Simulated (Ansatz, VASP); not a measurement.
One calculation of Cs, two programs

INCAR

```
PREC     = Accurate       # precision mode
ENCUT    = 520            # plane-wave cutoff, eV
EDIFF    = 1E-6           # SCF threshold, eV
ISMEAR   = 0              # smearing method
SIGMA    = 0.15           # smearing width, eV
LREAL    = False          # projectors in reciprocal space
LASPH    = True           # aspherical terms in the spheres
NELM     = 60             # most SCF steps
ALGO     = Fast           # electronic algorithm
ISIF     = 2              # what is computed and relaxed
LWAVE    = False          # write WAVECAR
LCHARG   = False          # write CHGCAR
GGA      = PE             # functional
NBANDS   = 10             # bands
```

The input KPOINTS:

```
regular mesh
0
Gamma
  12 12 12
```

Contents of POSCAR:

```
Cs
1.0
   -3.0980625000      3.0980625000      3.0225000000
    3.0980625000     -3.0980625000      3.0225000000
    3.0980625000      3.0980625000     -3.0225000000
Cs
1
Direct
    0.0000000000      0.0000000000      0.0000000000
```

Input for Ansatz:

```yaml
crystal:
  lattice:
    - [-3.0980625, 3.0980625, 3.0225]
    - [3.0980625, -3.0980625, 3.0225]
    - [3.0980625, 3.0980625, -3.0225]
  atoms:
    - { symbol: Cs, position: [0.0, 0.0, 0.0] }
basis:
  ecutwfc: 420
kpoints:
  mp_grid: { grid: [12, 12, 12] }
hamiltonian:
  xc: pbe
scf:
  occupations: { method: gaussian, width: 0.15 }
output:
  forces: true
  stress: true
  eigenvalues: true
```

Change from the starting cell: strain +0.025 along x and y, +0.000 along z, atoms carried along.

Alike in both runs: task single point; functional PBE; k mesh 12 × 12 × 12; occupations gaussian, width 0.15 eV; no spin polarisation.

|  | VASP | Ansatz |
| --- | --- | --- |
| version | VASP 6.6.1 | Ansatz 0.2.0 |
| potentials or method | VASP PAW PBE potentials, release 64 (Cs_sv), cutoff 520 eV | scalar-relativistic, plane waves, PAW |
| valence electrons in the cell | 9 | 9 |

|  | VASP | Ansatz | Ansatz less VASP |
| --- | --- | --- | --- |
| gap on the k mesh at the Fermi level (eV) | none | none | - |
| pressure (GPa) | 0.0 | 0.0 | +0.01 |

A gap of «none» marks a metal or a gap that the smearing closes. With one functional, cell and mesh, what is left measures potentials, basis and numerics.

Neither program's run includes spin-orbit coupling.
